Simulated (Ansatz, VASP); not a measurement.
# HfC: VASP beside Ansatz

```
CELL_PARAMETERS angstrom
0.00000 2.30367 2.30367
2.30367 0.00000 2.30367
2.30367 2.30367 0.00000
ATOMIC_POSITIONS crystal
Hf 0.50000 0.50000 0.50000
C 0.00000 0.00000 0.00000
```

Alike in both runs: functional PBEsol; k mesh 18 × 18 × 18; occupations fermi-dirac, width 0.1 eV; no spin polarisation.

Ansatz relaxed the structure, and its values are those at the end. VASP's run is a single point on that final structure, the one shown.

```csv
,VASP,Ansatz
version,VASP 6.6.1,Ansatz 0.2.0
potentials or method,"VASP PAW PBE potentials, release 64 (Hf_pv, C)","PAW with Ansatz's default frozen-core files, scalar-relativistic"
plane-wave cutoff (eV),520,420
valence electrons in the cell,14,30
```

Ansatz gave:

```
pressure (GPa) : 0.0
```

**Question.** Which values does VASP return?

**Answer.** Pressure (GPa): -0.4.

VASP's potentials were made for PBE, not for PBEsol. VASP's potentials hold 14 valence electrons a cell and Ansatz's 30, so a difference there can come from the potentials and not from the codes.

Spin-orbit coupling is off throughout.
